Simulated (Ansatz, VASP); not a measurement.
ScGaTe3: VASP beside Ansatz

The input INCAR:

```
PREC     = Accurate       # precision mode
ENCUT    = 520            # plane-wave cutoff, eV
EDIFF    = 1E-6           # SCF threshold, eV
ISMEAR   = 0              # smearing method
SIGMA    = 0.1            # smearing width, eV
LREAL    = F              # projectors in reciprocal space
LASPH    = T              # aspherical terms in the spheres
NELM     = 150            # most SCF steps
ALGO     = Normal         # electronic algorithm
ISIF     = 2              # what is computed and relaxed
LWAVE    = F              # write WAVECAR
LCHARG   = F              # write CHGCAR
ISPIN    = 2              # spin polarisation
MAGMOM   = 1 0 0 0 0      # initial moments
LORBIT   = 11             # projections on sites
LMAXMIX  = 4              # l up to which the mixer works
GGA      = PE             # functional
NBANDS   = 33             # bands
```

The input KPOINTS:

```
Automatic mesh
0
Gamma
  3 3 3
```

Contents of POSCAR:

```
ScGaTe3
1.0
    3.5159378718      2.0299276767      3.9663813489
   -3.5159378718      2.0299276767      3.9663813489
    0.0000000000     -4.0598553535      3.9663813489
Sc Ga Te
1 1 3
Direct
    0.0000000000      0.0000000000      0.0000000000
    0.5000000000      0.5000000000      0.5000000000
    0.0000000000      0.0000000000      0.5000000000
    0.5000000000      0.0000000000      0.0000000000
    0.0000000000      0.5000000000      0.0000000000
```

Input for Ansatz:

```yaml
crystal:
  lattice:
    - [3.5159378718, 2.0299276767, 3.9663813489]
    - [-3.5159378718, 2.0299276767, 3.9663813489]
    - [0.0, -4.0598553535, 3.9663813489]
  atoms:
    - { symbol: Sc, position: [0.0, 0.0, 0.0], spin: 1.0 }
    - { symbol: Ga, position: [0.5, 0.5, 0.5] }
    - { symbol: Te, position: [0.0, 0.0, 0.5] }
    - { symbol: Te, position: [0.5, 0.0, 0.0] }
    - { symbol: Te, position: [0.0, 0.5, 0.0] }
basis:
  ecutwfc: 420
kpoints:
  mp_grid: { grid: [3, 3, 3] }
hamiltonian:
  xc: pbe
scf:
  occupations: { method: gaussian, width: 0.1 }
  lower_state_search: "off"
output:
  forces: true
  stress: true
  eigenvalues: true
  populations: true
magnetization:
  spin_polarized: true
```

Alike in both runs: task single point; functional PBE; k mesh 3 × 3 × 3; occupations gaussian, width 0.1 eV; collinear spin.

```csv
,VASP,Ansatz
version,VASP 6.6.1,Ansatz 0.2.0
potentials or method,"VASP PAW PBE potentials, release 64 (Sc_sv, Ga_d, Te), cutoff 520 eV","scalar-relativistic, plane waves, PAW"
valence electrons in the cell,42,72
```

```tsv
	VASP	Ansatz	Ansatz less VASP
gap on the k mesh at the Fermi level (eV)	none	none	-
pressure (GPa)	0.0	0.0	-0.03
traceless stress, the component that is largest in VASP (GPa)	0.14	0.11	-0.021
net moment per atom (μB)	0.00	0.00	0.000
```

A gap of «none» marks a metal or a gap that the smearing closes. VASP's potentials hold 42 valence electrons a cell and Ansatz's 72, so a difference there can come from the potentials and not from the codes. Ansatz's warnings: filled band counts differ across k points, seeded moment not kept.

The k mesh is coarse, so the values compare programs but aren't converged. Neither program's run includes spin-orbit coupling.
